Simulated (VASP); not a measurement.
A run of VASP 6.6.1:

File INCAR:

```
SYSTEM = Os
PREC = Accurate
ENCUT = 600
EDIFF = 1E-7
ISMEAR = -1
SIGMA = 0.1
LREAL = .FALSE.
LASPH = .TRUE.
NELM = 60
ALGO = Normal
ISIF = 3
LWAVE = .FALSE.
LCHARG = .FALSE.
GGA = PE
IBRION = 2
NSW = 60
EDIFFG = -0.005
PSTRESS = 400.0
```

KPOINTS

```
regular mesh
0
G
  17 17 16
  0 0 0
```

File POSCAR:

```
Os
1.0
    2.5577240624      0.0000000000      0.0000000000
   -1.2788620312      2.2150540139      0.0000000000
    0.0000000000      0.0000000000      2.4042606187
Os
1
Direct
    0.0000000000      0.0000000000      0.0000000000
```

Potentials or basis: VASP PAW PBE potentials, release 64 (Os).

Run with:

```bash
$ cat potpaw_PBE.64/Os/POTCAR > POTCAR
$ mpirun -np 1 vasp_std > vasp.out
```

Hardware: 1 thread of Intel Xeon 8259CL, with other jobs on the host.

Question: Estimate the wall time of this run.

Answer: Wall time 4.2 min on 1 thread of Intel Xeon 8259CL, on a shared host, peak memory 0.17 GiB. Counts: scf iterations 65, k points 297, ion steps 9.
